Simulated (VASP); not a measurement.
Write the native input for VASP 6.6.1 that does the following.

```
Task                   : relaxation of cell and atoms
Functional             : PBE
Potentials or basis    : VASP PAW PBE potentials, release 64 (Si, C)
Cutoff                 : 600 eV
k mesh                 : 11 × 11 × 11
Occupations            : gaussian, width 0.01 eV
Spin                   : no spin polarisation
Dipole correction      : no
Further INCAR settings : ALGO = Normal; EDIFF = 1e-07; IBRION = 2; EDIFFG = -0.005; NSW = 80; ISIF = 3
```

The structure of SiC lies in POSCAR:

```
SiC
1.0
    0.0000000000      2.1769966000      2.1769966000
    2.1769966000      0.0000000000      2.1769966000
    2.1769966000      2.1769966000      0.0000000000
Si C
1 1
Direct
    0.7500000000      0.7500000000      0.7500000000
    0.0000000000      0.0000000000      0.0000000000
```

One way to write it, as run:

INCAR

```
PREC     = Accurate       # precision mode
ENCUT    = 600            # plane-wave cutoff, eV
EDIFF    = 1E-7           # SCF threshold, eV
ISMEAR   = 0              # smearing method
SIGMA    = 0.01           # smearing width, eV
LREAL    = False          # projectors in reciprocal space
LASPH    = True           # aspherical terms in the spheres
NELM     = 120            # most SCF steps
ALGO     = Normal         # electronic algorithm
ISIF     = 3              # what is computed and relaxed
LWAVE    = False          # write WAVECAR
LCHARG   = False          # write CHGCAR
GGA      = PE             # functional
IBRION   = 2              # ionic algorithm
NSW      = 80             # ionic steps
EDIFFG   = -0.005         # ionic threshold
GGA_COMPAT= False        
NELMIN   = 4
```

KPOINTS

```
Automatic mesh
0
Gamma
  11 11 11
```

Potentials or basis: VASP PAW PBE potentials, release 64 (Si, C).

The run is started by

```sh
$ cat potpaw_PBE.64/Si/POTCAR potpaw_PBE.64/C/POTCAR > POTCAR
$ mpirun -np 1 vasp_std > vasp.out
```

Results of the run:

| Property | Result |
| --- | --- |
| Relaxed volume | 10.49 Å³/atom |
| Relaxed cell | a = 3.096 Å, b = 3.096 Å, c = 3.096 Å, α = 60.00°, β = 60.00°, γ = 60.00° |
| Space group after relaxing (to 0.1 Å) | F-43m (No. 216) |
| Energy gained by relaxing | 2.0 meV/atom |
| Ionic steps | 3 |
| Pressure after relaxing | 0.0 GPa |
| Band gap on the k mesh | 1.47 eV (least direct gap 4.58 eV) |

Caveat: an odd mesh through Γ misses points on the zone boundary, where band edges can lie.

Run time: 14 s on 1 thread of Intel(R) Xeon(R) 6975P-C (Granite Rapids), on a shared host, peak memory 0.15 GiB.
